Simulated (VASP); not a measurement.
A run of VASP 6.6.1 is set up as follows.

The input INCAR:

```
SYSTEM = Si16B
  PREC = Accurate
  ENCUT = 520
  EDIFF = 1E-6
  ISMEAR = -1
  SIGMA = 0.05
  LREAL = Auto
  LASPH = .True.
  NELM = 150
  ALGO = Normal
  ISIF = 2
  LWAVE = .False.
  LCHARG = .True.
  ISPIN = 2
  MAGMOM = 0 0 0 0 0 0 0 0 0 0 0 0 0 0 0 0 0
  LORBIT = 11
  GGA = PE
  LELF = .True.
  LVHAR = .True.
  NBANDS = 52
```

Contents of KPOINTS:

```
Automatic mesh
0
Gamma
  2 2 2
  0 0 0
```

POSCAR

```
Si16B
1.0
    0.0000000000      5.4300000000      5.4300000000
    5.4300000000      0.0000000000      5.4300000000
    5.4300000000      5.4300000000      0.0000000000
Si B
16 1
Direct
   -0.0233517495      0.0361141805     -0.0290423573
    0.1415469613      0.0832044199      0.1171823204
   -0.0045948435     -0.0082228361      0.5325322284
    0.1437108656      0.1096593002      0.6227900552
   -0.0157550645      0.4582044199      0.0404880295
    0.1297237569      0.6534622468      0.0804604052
    0.0011325967      0.4672836096      0.5014456722
    0.1329097606      0.6218968692      0.6146224678
    0.5049079190      0.0290883978     -0.0112799263
    0.6057458564      0.1425598527      0.1419521179
    0.4999539595     -0.0255156538      0.5013904236
    0.6105064457      0.1604880295      0.6284254144
    0.5291712707      0.5089686924     -0.0099079190
    0.6243738490      0.6575230203      0.1050000000
    0.5660957643      0.5135174954      0.4665745856
    0.6579926335      0.6230939227      0.6362799263
    0.0620902394      0.7442265193      0.3296593002
```

Potentials or basis: VASP PAW PBE potentials, release 64 (Si, B).

Launch:

```sh
$ cat potpaw_PBE.64/Si/POTCAR potpaw_PBE.64/B/POTCAR > POTCAR
$ mpirun -np 1 vasp_std > vasp.out
```

What does it give for the largest force?

2.833 eV/Å.

Estimate the net moment.

0.00 μB per cell.

Stress tensor (GPa, compression positive):
```
 3.99 -0.92 -0.15
-0.92  3.25 -1.06
-0.15 -1.06  4.11
```

Caveat: the k points lie up to 0.50 Å⁻¹ apart.
